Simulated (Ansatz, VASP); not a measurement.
**Two plane-wave programs on CdS**

```
Cd S
1.0
     4.15000    0.00000    0.00000
    -2.07500    3.59401    0.00000
     0.00000    0.00000    6.73700
Cd S
2 2
Direct
  0.66667 0.33333 0.50000
  0.33333 0.66667 0.00000
  0.66667 0.33333 0.87500
  0.33333 0.66667 0.37500
```

Alike in both runs: functional PBE0; k mesh 4 × 4 × 2; occupations fermi-dirac, width 0.05 eV; no spin polarisation.

|  | VASP | Ansatz |
| --- | --- | --- |
| version | VASP 6.6.1 | Ansatz 0.2.0 |
| potentials or method | VASP PAW PBE potentials, release 64 (Cd, S) | Ansatz PAW |
| plane-wave cutoff (eV) | 520 | 420 |
| valence electrons in the cell | 36 | 52 |
| task | single point | band structure |

Ansatz gave:

| Quantity | Value |
| --- | --- |
| gap on the k mesh at the Fermi level (eV) | 2.90 |
| least direct gap on the mesh (eV) | 2.90 |
| pressure (GPa) | 0.8 |
| traceless stress, the component that is largest in VASP (GPa) | 0.25 |
| rms of the force components (eV/Å) | 0.036 |

Task: Which values does VASP return?

Result: gap on the k mesh at the Fermi level (eV): 2.94; least direct gap on the mesh (eV): 2.94; pressure (GPa): 1.0; traceless stress, the component that is largest in VASP (GPa): 0.27; rms of the force components (eV/Å): 0.036.

Atom by atom the forces differ by 0.000 eV/Å (rms over components). The functional is the same, so the differences come from potentials, cutoffs and numerics. VASP's potentials hold 36 valence electrons a cell and Ansatz's 52, so a difference there can come from the potentials and not from the codes.

The k mesh is coarse, so the values compare programs but aren't converged.
